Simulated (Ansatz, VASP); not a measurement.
**Two plane-wave programs on AlN**

Contents of INCAR:

```
SYSTEM = AlN
PREC = Accurate
ENCUT = 520
EDIFF = 1E-6
ISMEAR = 0
SIGMA = 0.05
LREAL = .FALSE.
LASPH = .TRUE.
NELM = 60
ALGO = Normal
ISIF = 2
LWAVE = .FALSE.
LCHARG = .FALSE.
GGA = PE
NBANDS = 11
```

Contents of KPOINTS:

```
Automatic mesh
0
G
  10 10 10
  0 0 0
```

The input POSCAR:

```
AlN
1.0
    0.1294508776      2.1798871643      2.1798871643
    2.1798871643      0.1294508776      2.1798871643
    2.1798871643      2.1798871643      0.1294508776
Al N
1 1
Direct
    0.5000000000      0.5000000000      0.5000000000
    0.0000000000      0.0000000000      0.0000000000
```

Input for Ansatz:

```yaml
crystal:
  lattice:
    - [0.1294508776, 2.1798871643, 2.1798871643]
    - [2.1798871643, 0.1294508776, 2.1798871643]
    - [2.1798871643, 2.1798871643, 0.1294508776]
  atoms:
    - { symbol: Al, position: [0.5, 0.5, 0.5] }
    - { symbol: "N", position: [0.0, 0.0, 0.0] }
basis:
  ecutwfc: 520.0
kpoints:
  mp_grid: { grid: [10, 10, 10] }
hamiltonian:
  xc: pbe
  pseudopotentials: { kind: paw, azcp: { folder: soft_1 } }
scf:
  occupations: { method: gaussian, width: 0.05 }
output:
  forces: true
  stress: true
  eigenvalues: true
```

Alike in both runs: task single point; functional PBE; k mesh 10 × 10 × 10; occupations gaussian, width 0.05 eV; no spin polarisation.

```csv
,VASP,Ansatz
version,VASP 6.6.1,Ansatz 0.2.0
potentials or method,"VASP PAW PBE potentials, release 64 (Al, N), cutoff 520 eV","scalar-relativistic, plane waves, PAW"
valence electrons in the cell,8,8
```

VASP gave:

```
gap on the k mesh at the Fermi level (eV)                     : 2.62
least direct gap on the mesh (eV)                             : 3.07
pressure (GPa)                                                : -22.0
traceless stress, the component that is largest in VASP (GPa) : -17.05
```

Task: Estimate Ansatz's values.

Result: gap on the k mesh at the Fermi level (eV): 2.63; least direct gap on the mesh (eV): 3.07; pressure (GPa): -21.9; traceless stress, the component that is largest in VASP (GPa): -17.04.
